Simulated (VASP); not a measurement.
## As: single point with revPBE

As:

```
CELL_PARAMETERS angstrom
1.84278 -7.99929 0.00000
1.84278 7.99929 0.00000
0.00000 0.00000 4.93672
ATOMIC_POSITIONS crystal
As 0.07461 0.92539 0.92264
As 0.57461 0.42539 0.57736
As 0.92539 0.07461 0.07736
As 0.42539 0.57461 0.42264
```

```yaml
Program: VASP 6.6.1
Task: single point
Functional: revPBE
Potentials_or_basis: VASP PAW PBE potentials, release 64 (As)
Cutoff: 520 eV
k_mesh: 12 × 12 × 9
Occupations: fermi-dirac, width 0.1 eV
Spin: no spin polarisation
```

```json
{"Pressure": "0.2 GPa", "Largest force": "0.047 eV/Å", "Band gap on the k mesh": "0.87 eV, direct"}
```

Forces on the atoms (eV/Å):
```
As   0.000 -0.034  0.032
As   0.000 -0.034 -0.032
As   0.000  0.034 -0.032
As   0.000  0.034  0.032
```

Stress tensor (GPa, compression positive):
```
0.09 0.00 0.00
0.00 0.21 0.00
0.00 0.00 0.17
```

Levels at points of the mesh, in eV from the valence-band top:
```csv
k point,band 6,band 7,band 8,band 9,band 10,band 11,band 12,band 13,band 14,band 15
"(0.00, 0.00, 0.00)",-3.38,-2.42,-1.29,-0.97,-0.05,1.26,2.20,2.49,3.16,4.88
"(0.50, 0.00, 0.00)",-3.57,-2.21,-2.21,-1.61,-1.61,1.34,1.34,2.15,2.15,3.43
"(0.50, 0.50, 0.00)",-3.41,-2.42,-1.19,-0.96,0.00,0.87,2.20,2.49,3.16,5.02
```

Run time: 6.2 min on 1 thread of Intel(R) Xeon(R) Platinum 8481C CPU @ 2.70GHz (Sapphire Rapids) (shared host), peak memory 0.7 GiB.

Caveat: the PAW data sets were made with another functional, which shifts forces and pressure a little. As with any semilocal functional, this revPBE gap is likely too small.
